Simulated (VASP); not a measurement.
Runs of VASP 6.6.1 on CuAu. The structure is that of space group P4/mmm (No. 123), or close to it. The cells are those of the table. 

```csv
task,level,potentials or basis,spin,cell,k mesh,cutoff (eV),smearing,grid for exact exchange (PRECFOCK),share of exact exchange,gap on the mesh (eV),pressure (GPa)
single point,LDA,"VASP PAW LDA potentials, release 64 (Au, Cu)",off,"a = 2.848, b = 2.848, c = 3.733 Å, 2 atoms",9 × 9 × 7,520,fermi-dirac 0.05 eV,-,-,none,-13.6
single point,r2SCAN,"VASP PAW PBE potentials, release 64 (Au, Cu)",off,"a = 2.866, b = 2.866, c = 3.757 Å, 2 atoms",9 × 9 × 7,520,fermi-dirac 0.05 eV,-,-,none,-7.9
single point,PBE,"VASP PAW PBE potentials, release 64 (Au, Cu)",off,"a = 2.773, b = 2.773, c = 3.635 Å, 2 atoms",9 × 9 × 7,520,fermi-dirac 0.05 eV,-,-,none,12.2
single point,PBE,"VASP PAW PBE potentials, release 64 (Au, Cu)",off,"a = 2.811, b = 2.811, c = 3.685 Å, 2 atoms",7 × 7 × 5,520,fermi-dirac 0.01 eV,-,-,none,(b)
single point,PBEsol,"VASP PAW PBE potentials, release 64 (Au, Cu)","non-collinear, zero start, SOC","a = 2.811, b = 2.811, c = 3.685 Å, 2 atoms",9 × 9 × 7,520,fermi-dirac 0.05 eV,-,-,-,-4.7
single point,LDA,"VASP PAW LDA potentials, release 64 (Au, Cu)",off,"a = 2.866, b = 2.866, c = 3.757 Å, 2 atoms",9 × 9 × 7,520,fermi-dirac 0.05 eV,-,-,none,-15.6
single point,PBEsol-based global hybrid,"VASP PAW PBE potentials, release 64 (Au, Cu)",off,"a = 2.792, b = 2.792, c = 3.639 Å, 2 atoms",5 × 5 × 4,520,fermi-dirac 0.05 eV,Normal,0.25,none,(a)
single point,PBE0,"VASP PAW PBE potentials, release 64 (Au, Cu)",off,"a = 2.811, b = 2.811, c = 3.685 Å, 2 atoms",5 × 5 × 4,520,fermi-dirac 0.05 eV,Normal,-,none,1.8
single point,r2SCAN,"VASP PAW PBE potentials, release 64 (Au, Cu)",off,"a = 2.775, b = 2.775, c = 3.571 Å, 2 atoms",9 × 9 × 7,520,fermi-dirac 0.05 eV,-,-,none,10.2
relaxation of cell and atoms,r2SCAN,"VASP PAW PBE potentials, release 64 (Au, Cu)",off,"relaxed to 5 GPa from a = 2.811, b = 2.811, c = 3.685 Å, 2 atoms",9 × 9 × 7,600,fermi-dirac 0.05 eV,-,-,none,5.1
relaxation of cell and atoms,r2SCAN,"VASP PAW PBE potentials, release 64 (Au, Cu)",off,"relaxed to 10 GPa from a = 2.811, b = 2.811, c = 3.685 Å, 2 atoms",9 × 9 × 7,600,fermi-dirac 0.05 eV,-,-,none,10.0
single point,LDA,"VASP PAW LDA potentials, release 64 (Au, Cu)",off,"a = 2.773, b = 2.773, c = 3.635 Å, 2 atoms",9 × 9 × 7,520,fermi-dirac 0.05 eV,-,-,none,-2.0
```

Problem. Estimate the missing entries.

Solution. (a) 0.1; (b) 4.6.

Caveats: some runs use coarse meshes; spin-orbit coupling is left out, which moves the levels of the heavy elements (some runs); the PAW data sets were made with another functional, which shifts forces and pressure a little (some runs); the cell is relaxed towards a set pressure, so the enthalpy falls and the energy may rise (some runs).

A k mesh can miss the band edges, and rows without SOC leave out spin-orbit coupling on Au.

A gap of «none» marks levels without a gap at the run's occupations.
